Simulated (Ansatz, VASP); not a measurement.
One calculation of V, two programs

The input INCAR:

```
  ALGO = Normal
  EDIFF = 1E-6
  ENCUT = 500
  GGA = PE
  GGA_COMPAT = False
  ISIF = 2
  ISMEAR = -1
  ISPIN = 2
  LASPH = True
  LCHARG = False
  LDAU = True
  LDAUJ = 0
  LDAUL = 2
  LDAUPRINT = 1
  LDAUTYPE = 2
  LDAUU = 6.7
  LMAXMIX = 4
  LORBIT = 11
  LREAL = False
  LWAVE = False
  MAGMOM = 2
  NBANDS = 16
  NELM = 200
  PREC = Accurate
  SIGMA = 0.1
```

Contents of KPOINTS:

```
k-points
0
Gamma
  13 13 13
```

POSCAR

```
V
1.0
   -1.5084600000      1.5084600000      1.5084600000
    1.5084600000     -1.5084600000      1.5084600000
    1.5084600000      1.5084600000     -1.5084600000
V
1
Direct
    0.0000000000      0.0000000000      0.0000000000
```

Input for Ansatz:

```yaml
crystal:
  lattice:
    - [-1.50846, 1.50846, 1.50846]
    - [1.50846, -1.50846, 1.50846]
    - [1.50846, 1.50846, -1.50846]
  atoms:
    - { symbol: V, position: [0.0, 0.0, 0.0], spin: 2.0 }
magnetization:
  spin_polarized: true
hamiltonian:
  xc: pbe
  pseudopotentials: { kind: paw }
  hubbard: { sites: [{ species: V, l: d, u_eff: 6.7 }] }
basis:
  ecutwfc: 420
kpoints:
  mp_grid: { grid: [13, 13, 13] }
scf:
  occupations: { method: fermi_dirac, width: 0.1 }
  lower_state_search: "off"
output:
  forces: true
  stress: true
```

Alike in both runs: task single point; functional PBE; k mesh 13 × 13 × 13; occupations fermi-dirac, width 0.1 eV; collinear spin; Hubbard terms V d U = 6.7 eV.

|  | VASP | Ansatz |
| --- | --- | --- |
| version | VASP 6.6.1 | Ansatz 0.2.0 |
| potentials or method | VASP PAW PBE potentials, release 64 (V_sv), cutoff 500 eV | PAW, plane waves, scalar-relativistic |
| valence electrons in the cell | 13 | 13 |

|  | VASP | Ansatz | Ansatz less VASP |
| --- | --- | --- | --- |
| net moment per atom (μB) | 2.38 | 2.54 | +0.163 |
| size of the moment on the site where the two differ most (μB) | 2.22 | 2.22 | +0.003 |

The net moments are unlike, so the other rows may belong to different states. Site moments also hang on the region over which each program counts them. The programs project onto different local orbitals, so the same U acts differently, and such runs can settle in different states. Ansatz's warnings: filled band counts differ across k points.
